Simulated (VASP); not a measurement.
# Al2Cu (Pmm2) in VASP: single point with PBEsol

Aim: the single point of Al2Cu with PBEsol.

Program: VASP 6.6.1. These are calculated values, not measurements. Logs are shortened: lines on timing, memory, paths and dates and some standing lists are left out, and cuts for length are marked.

## 1. The cell of the first run

It takes space group Pmm2 (No. 25, orthorhombic). Conventional cell: a = 2.846 Å, b = 4.084 Å, c = 12.503 Å, α = 90.00°, β = 90.00°, γ = 90.00°. Al (site symmetry mm2) has 4 Cu at 2.49 to 2.70 Å and 6 Al at 2.85 to 3.07 Å within 3.3 Å. Within 3.3 Å of Al (site symmetry mm2) lie 4 Cu at 2.49 Å and 6 Al at 2.85 to 2.89 Å. Al (site symmetry mm2) has 4 Cu at 2.49 Å and 6 Al at 2.85 to 2.89 Å within 3.3 Å. Within 3.3 Å of Al (site symmetry mm2) lie 4 Cu at 2.49 Å and 6 Al at 2.85 to 3.07 Å. Within 3.3 Å of Al (site symmetry mm2) lie 4 Cu at 2.49 Å and 6 Al at 2.85 to 2.89 Å. Within 3.3 Å of Al (site symmetry mm2) lie 4 Cu at 2.49 Å and 6 Al at 2.85 to 2.89 Å. Within 3.3 Å of Cu (site symmetry mm2) lie 8 Al at 2.49 Å and 2 Cu at 2.85 Å. Within 3.3 Å of Cu (site symmetry mm2) lie 8 Al at 2.49 Å and 2 Cu at 2.85 Å.

## 2. Single point, PBEsol (the distance across one plane changed)

Contents of INCAR:

```
ALGO     = Fast           # electronic algorithm
EDIFF    = 1E-6           # SCF threshold, eV
ENCUT    = 520            # plane-wave cutoff, eV
GGA      = PS             # functional
ISIF     = 2              # what is computed and relaxed
ISMEAR   = 0              # smearing method
LASPH    = True           # aspherical terms in the spheres
LCHARG   = True           # write CHGCAR
LELF     = True           # ELF
LREAL    = False          # projectors in reciprocal space
LVHAR    = True         
LWAVE    = False          # write WAVECAR
NBANDS   = 36             # bands
NELM     = 100            # most SCF steps
PREC     = Accurate       # precision mode
SIGMA    = 0.15           # smearing width, eV
```

Contents of KPOINTS:

```
k-points
0
Gamma
  11 16 4
```

Contents of POSCAR:

```
Al2Cu
1.0
    0.0000000000     -4.0841721958      0.0000000000
    0.0000000000      0.0000000000     -2.8463947559
   12.5025165873      0.0000000000      0.0000000000
Al Cu
6 3
Direct
    0.0000000000      0.5000000000      0.0816506687
    0.0000000000      0.5000000000      0.4083186773
    0.0000000000      0.5000000000      0.7349866859
    0.5000000000      0.5000000000      0.8983206902
    0.5000000000      0.5000000000      0.2449846730
    0.5000000000      0.5000000000      0.5716526816
    1.0000000000      0.0000000000      0.2449846730
    1.0000000000      0.0000000000      0.5716526816
    1.0000000000      0.0000000000      0.8983206902
```

Potentials or basis: VASP PAW PBE potentials, release 64 (Al, Cu).

Command:

```console
$ cat potpaw_PBE.64/Al/POTCAR potpaw_PBE.64/Cu/POTCAR > POTCAR
$ mpirun -np 1 vasp_std > vasp.out
```

OUTCAR:

```text
EDIFF = 1E-6
   ENCUT = 520
   GGA = PS
   ISIF = 2
   ISMEAR = 0
   LASPH = True
   LREAL = False
   NELM = 100
   PREC = Accurate

 ion  position               nearest neighbor table
   1  0.000  0.500  0.082-   7 2.49   7 2.49   9 2.70   9 2.70   5 2.89   5 2.89   4 3.07   4 3.07

   2  0.000  0.500  0.408-   8 2.49   8 2.49   7 2.49   7 2.49   6 2.89   6 2.89   5 2.89   5 2.89

   3  0.000  0.500  0.735-   8 2.49   8 2.49   9 2.49   9 2.49   6 2.89   6 2.89   4 2.89   4 2.89

   4  0.500  0.500  0.898-   9 2.49   9 2.49   9 2.49   9 2.49   3 2.89   3 2.89   1 3.07   1 3.07

   5  0.500  0.500  0.245-   7 2.49   7 2.49   7 2.49   7 2.49   1 2.89   1 2.89   2 2.89   2 2.89

   6  0.500  0.500  0.572-   8 2.49   8 2.49   8 2.49   8 2.49   2 2.89   3 2.89   2 2.89   3 2.89

   7  0.000  0.000  0.245-   5 2.49   5 2.49   5 2.49   5 2.49   1 2.49   1 2.49   2 2.49   2 2.49

   8  0.000  0.000  0.572-   6 2.49   6 2.49   6 2.49   6 2.49   3 2.49   3 2.49   2 2.49   2 2.49

   9  0.000  0.000  0.898-   4 2.49   4 2.49   4 2.49   4 2.49   3 2.49   3 2.49   1 2.70   1 2.70

  LATTYP: Found a simple orthorhombic cell.
 ALAT       =     2.8463947559
 B/A-ratio  =     1.4348579681
 C/A-ratio  =     4.3924043077

  Lattice vectors:

 A1 = (   0.0000000000,   0.0000000000,   2.8463947559)
 A2 = (   0.0000000000,  -4.0841721958,   0.0000000000)
 A3 = (  12.5025165873,   0.0000000000,   0.0000000000)

Analysis of symmetry for initial positions (statically):
=====================================================================
 Subroutine PRICEL returns:
 Original cell was already a primitive cell.

 Routine SETGRP: Setting up the symmetry group for a
 simple orthorhombic supercell.

 Subroutine GETGRP returns: Found  4 space group operations
 (whereof  4 operations were pure point group operations)
 out of a pool of  8 trial point group operations.

The static configuration has the point symmetry C_2v.

Analysis of symmetry for dynamics (positions and initial velocities):
=====================================================================
 Subroutine PRICEL returns:
 Original cell was already a primitive cell.

 Routine SETGRP: Setting up the symmetry group for a
 simple orthorhombic supercell.

 Subroutine GETGRP returns: Found  4 space group operations
 (whereof  4 operations were pure point group operations)
 out of a pool of  8 trial point group operations.

The dynamic configuration has the point symmetry C_2v.

 Subroutine INISYM returns: Found  4 space group operations
 (whereof  4 operations are pure point group operations),
 and found     1 'primitive' translations

----------------------------------------------------------------------------------------

                                     Primitive cell

  volume of cell :     145.3438

  direct lattice vectors                    reciprocal lattice vectors
     0.000000000 -4.084172196  0.000000000     0.000000000 -0.244847659  0.000000000
     0.000000000  0.000000000 -2.846394756     0.000000000  0.000000000 -0.351321614
    12.502516587  0.000000000  0.000000000     0.079983897  0.000000000  0.000000000

  length of vectors
     4.084172196  2.846394756 12.502516587     0.244847659  0.351321614  0.079983897

  position of ions in fractional coordinates (direct lattice)
     0.000000000  0.500000000  0.081650669
     0.000000000  0.500000000  0.408318677
     0.000000000  0.500000000  0.734986686
     0.500000000  0.500000000  0.898320690
     0.500000000  0.500000000  0.244984673
     0.500000000  0.500000000  0.571652682
     0.000000000  0.000000000  0.244984673
     0.000000000  0.000000000  0.571652682
     0.000000000  0.000000000  0.898320690

  ion indices of the primitive-cell ions
   primitive index   ion index
                 1           1
                 2           2
                 3           3
                 4           4
                 5           5
                 6           6
                 7           7
                 8           8
                 9           9

----------------------------------------------------------------------------------------

 KPOINTS: k-points

Automatic generation of k-mesh.
 Grid dimensions read from file:
 generate k-points for:   11   16    4

 Generating k-lattice:

  Cartesian coordinates                     Fractional coordinates (reciprocal lattice)
     0.000000000 -0.022258878  0.000000000     0.090909091  0.000000000  0.000000000
     0.000000000  0.000000000 -0.021957601     0.000000000  0.062500000  0.000000000
     0.019995974  0.000000000  0.000000000     0.000000000  0.000000000  0.250000000

  Length of vectors
     0.022258878  0.021957601  0.019995974

  Shift w.r.t. Gamma in fractional coordinates (k-lattice)
     0.000000000  0.000000000  0.000000000

 Subroutine IBZKPT returns following result:
 ===========================================

 Found    162 irreducible k-points:

 Following reciprocal coordinates:
            Coordinates               Weight
  0.000000  0.000000  0.000000      1.000000
  0.090909  0.000000  0.000000      2.000000
  0.181818  0.000000  0.000000      2.000000
  0.272727  0.000000  0.000000      2.000000
  0.363636  0.000000  0.000000      2.000000
  0.454545  0.000000  0.000000      2.000000
[... 16 lines left out ...]
  0.363636  0.187500  0.000000      4.000000
  0.454545  0.187500  0.000000      4.000000
 [... further k-points ...]
   k-points           NKPTS =    162   k-points in BZ     NKDIM =    162   number of bands    NBANDS=     36
   number of dos      NEDOS =    301   number of ions     NIONS =      9
   total plane-waves  NPLWV =  69120
   dimension x,y,z NGX =    30 NGY =   24 NGZ =   96
   dimension x,y,z NGXF=    60 NGYF=   48 NGZF=  192
   ions per type =               6   3
   NGX,Y,Z   is equivalent  to a cutoff of  12.21, 14.02, 12.77 a.u.
   NGXF,Y,Z  is equivalent  to a cutoff of  24.42, 28.03, 25.53 a.u.
 SYSTEM =  unknown system
   PREC   = accura    normal or accurate (medium, high low for compatibility)
   ISTART =      0    job   : 0-new  1-cont  2-samecut
   ICHARG =      2    charge: 1-file 2-atom 10-const
   ISPIN  =      1    spin polarized calculation?
   LNONCOLLINEAR =      F non collinear calculations
   LSORBIT =      F    spin-orbit coupling
   LASPH  =      T    aspherical Exc in radial PAW
   ENCUT  =  520.0 eV  38.22 Ry    6.18 a.u.   7.59  5.29 23.25*2*pi/ulx,y,z
   NELM   =    100;   NELMIN=  2; NELMDL= -5     # of ELM steps
   EDIFF  = 0.1E-05   stopping-criterion for ELM
   LREAL  =      F    real-space projection
[... 7 lines left out ...]
   TEBEG  =    0.0;   TEEND  =   0.0 temperature during run
   PSTRESS=    0.0 pullay stress
   NELECT =      51.0000    total number of electrons
   NUPDOWN=      -1.0000    fix difference up-down
   EMIN   =  10.00;   EMAX   =-10.00  energy-range for DOS
   EFERMI =   0.00;   METHOD = LEGACY
   ISMEAR =     0;   SIGMA  =   0.15  broadening in eV -4-tet -1-fermi 0-gaus
   EFERMI_NEDOS =   21; number of points for ismear=-14 and -15
   IALGO  =     68    algorithm
   IMIX   =      4    mixing-type and parameters
     AMIX     =   0.40;   BMIX     =  1.00
     AMIX_MAG =   1.60;   BMIX_MAG =  1.00
  volume/ion in A,a.u.               =      16.15       108.98
  Fermi-wavevector in a.u.,A,eV,Ry     =   1.154692  2.182051 18.140821  1.333313
  Thomas-Fermi vector in A             =   2.291326
   LORBIT       =      0    0 simple, 1 ext, 2 COOP (PROOUT), +10 PAW based schemes
   GGA     = PS    functional components
   LHFCALC =     F    Hartree Fock is set to
   AEXX    =    0.0000 exact exchange contribution
   IVDW    =     0    specifies the selected vdW correction
   LEPSILON=     F    determine dielectric tensor
   LRPA    =     F    only Hartree local field effects (RPA)
 non-spin polarized calculation
 RMM-DIIS sequential band-by-band and
 Gauss-broadening in eV      SIGMA  =   0.15
  energy-cutoff  :      520.00
  volume of cell :      145.34
 maximum number of plane-waves:      3941
   NGX = 15   NGY = 11   NGZ = 47

 number of electron      50.9999968 magnetization

 Free energy of the ion-electron system (eV)
  ---------------------------------------------------
  ext. energy  EPLUGINS =         0.00000000
  ---------------------------------------------------
  free energy    TOTEN  =       -37.58528367 eV

  energy without entropy =      -37.55540567  energy(sigma->0) =      -37.57034467

 E-fermi :   7.1028     XC(G=0): -10.5057

 val. band max:        7.1027145467   @ k =   0.1818   0.2500   0.5000
 cond. band min:       7.1128754626   @ k =   0.3636   0.2500   0.0000
 fundamental gap:      0.0101609159
 Fermi energy:         7.1027949390

 k-point     1 :       0.0000    0.0000    0.0000
  band No.  band energies     occupation
      1      -3.4889      2.00000
      2      -2.7030      2.00000
      3      -2.4782      2.00000
      4       0.2736      2.00000
      5       0.4064      2.00000
      6       1.6113      2.00000
[... 28 lines left out ...]
     35      13.0401      0.00000
     36      13.1889      0.00000

 k-point     2 :       0.0909    0.0000    0.0000
  band No.  band energies     occupation
      1      -3.4184      2.00000
      2      -2.6317      2.00000
      3      -2.4063      2.00000
      4       0.3276      2.00000
      5       0.4588      2.00000
      6       1.5764      2.00000
[... 28 lines left out ...]
     35      12.4161      0.00000
     36      12.4900      0.00000

 k-point     3 :       0.1818    0.0000    0.0000
  band No.  band energies     occupation
      1      -3.2094      2.00000
      2      -2.4203      2.00000
      3      -2.1926      2.00000
      4       0.4836      2.00000
      5       0.6087      2.00000
      6       1.3915      2.00000
[... 28 lines left out ...]
     35      12.7241      0.00000
     36      12.9136      0.00000

 k-point     4 :       0.2727    0.0000    0.0000
  band No.  band energies     occupation
      1      -2.8708      2.00000
      2      -2.0768      2.00000
      3      -1.8444      2.00000
      4       0.7129      2.00000
      5       0.8147      2.00000
      6       0.8865      2.00000
[... 28 lines left out ...]
     35      14.1858      0.00000
     36      14.3540      0.00000

 k-point     5 :       0.3636    0.0000    0.0000
  band No.  band energies     occupation
      1      -2.4302      2.00000
      2      -1.6253      2.00000
      3      -1.3832      2.00000
      4       0.1575      2.00000
      5       0.7047      2.00000
      6       0.8114      2.00000
[... 655 lines left out ...]
 k-point    22 :       0.2727    0.1875    0.0000
  band No.  band energies     occupation
      1      -2.2225      2.00000
      2      -1.4392      2.00000
      3      -1.2090      2.00000
      4       1.0714      2.00000
      5       1.1698      2.00000
      6       1.2391      2.00000
[... 28 lines left out ...]
     35      12.1335      0.00000
     36      13.5906      0.00000

 k-point    23 :       0.3636    0.1875    0.0000
  band No.  band energies     occupation
      1      -1.7836      2.00000
      2      -0.9935      2.00000
      3      -0.7554      2.00000
      4       0.6020      2.00000
      5       1.0553      2.00000
      6       1.1442      2.00000
[... 28 lines left out ...]
     35      12.8486      0.00000
     36      14.0091      0.00000

 k-point    24 :       0.4545    0.1875    0.0000
  band No.  band energies     occupation
      1      -1.3462      2.00000
      2      -0.5323      2.00000
      3      -0.2730      2.00000
      4       0.0244      2.00000
      5       0.5908      2.00000
      6       0.7431      2.00000
[... 28 lines left out ...]
     35      12.3935      0.00000
     36      13.8425      0.00000

 [... further k-points ...]

------------------------ aborting loop because EDIFF is reached ----------------------------------------

  FORCE on cell =-STRESS in cart. coord.  units (eV):
  Direction    XX          YY          ZZ          XY          YZ          ZX
  --------------------------------------------------------------------------------------
  -------------------------------------------------------------------------------------
  Total       -2.4215367      0.1951127     -0.9719803      0.0000000      0.0000000      0.0000000
  in kB      -26.6934696      2.1507970    -10.7144883      0.0000000      0.0000000      0.0000000
  external PRESSURE =     -11.7523870 kB  Pullay stress =       0.0000000 kB

 VOLUME and BASIS-vectors are now :
 -----------------------------------------------------------------------------
  energy-cutoff  :      520.00
  volume of cell :      145.34
      direct lattice vectors                 reciprocal lattice vectors
     0.000000000 -4.084172196  0.000000000     0.000000000 -0.244847659  0.000000000
     0.000000000  0.000000000 -2.846394756     0.000000000  0.000000000 -0.351321614
    12.502516587  0.000000000  0.000000000     0.079983897  0.000000000  0.000000000

 POSITION                                       TOTAL-FORCE (eV/Angst)
 -----------------------------------------------------------------------------------
      1.02084      0.00000     -1.42320        -0.878842      0.000000      0.000000
      5.10501      0.00000     -1.42320        -0.011938      0.000000      0.000000
      9.18918      0.00000     -1.42320         0.100435      0.000000      0.000000
     11.23127     -2.04209     -1.42320         0.202045      0.000000      0.000000
      3.06292     -2.04209     -1.42320        -0.008264      0.000000      0.000000
      7.14710     -2.04209     -1.42320         0.014237      0.000000      0.000000
      3.06292      0.00000      0.00000        -0.076319      0.000000      0.000000
      7.14710      0.00000      0.00000        -0.000998      0.000000      0.000000
     11.23127      0.00000      0.00000         0.659645      0.000000      0.000000
 -----------------------------------------------------------------------------------
    total drift:                                0.000407     -0.000000      0.000000

  FREE ENERGIE OF THE ION-ELECTRON SYSTEM (eV)
  ---------------------------------------------------
  free  energy   TOTEN  =       -37.5852836691 eV

  energy  without entropy=      -37.5554056712  energy(sigma->0) =      -37.57034467
```

It took 9.5 min on 1 thread of Intel Xeon 6975P-C (Granite Rapids), shared host; peak memory 0.71 GiB.

Results:

```yaml
Free_energy: -37.5853 eV
Pressure: -1.2 GPa
Largest_force: 0.879 eV/Å
Band_gap_on_the_k_mesh: zero (an odd number of electrons rules out a gap without spin polarisation)
```

Forces in eV/Å, atoms in the order of the input:
```
Al  -0.879  0.000  0.000
Al  -0.012  0.000  0.000
Al   0.100  0.000  0.000
Al   0.202  0.000  0.000
Al  -0.008  0.000  0.000
Al   0.014  0.000  0.000
Cu  -0.076  0.000  0.000
Cu  -0.001  0.000  0.000
Cu   0.660  0.000  0.000
```

Stress tensor (GPa, compression positive):
```
-2.67  0.00  0.00
 0.00  0.22  0.00
 0.00  0.00 -1.07
```

Levels at points of the mesh, in eV from the Fermi level:
```tsv
k point	band 21	band 22	band 23	band 24	band 25	band 26	band 27	band 28	band 29	band 30
(0.00, 0.00, 0.00)	-2.57	-2.36	-1.60	-1.39	-0.26	0.74	0.94	1.13	2.29	2.47
(0.00, 0.50, 0.00)	-2.86	-1.56	-1.40	-1.04	-0.94	2.38	2.51	2.63	2.72	2.82
(0.00, 0.00, 0.50)	-3.61	-2.21	-1.99	-1.08	0.40	0.47	1.59	1.68	1.86	2.14
(0.00, 0.50, 0.50)	-2.90	-2.38	-1.64	0.32	0.47	0.57	0.66	2.79	2.95	2.97
```

Caveat: the cell differs from its parent crystal (the distance across one plane changed); the PAW data sets were made with another functional, which shifts forces and pressure a little.
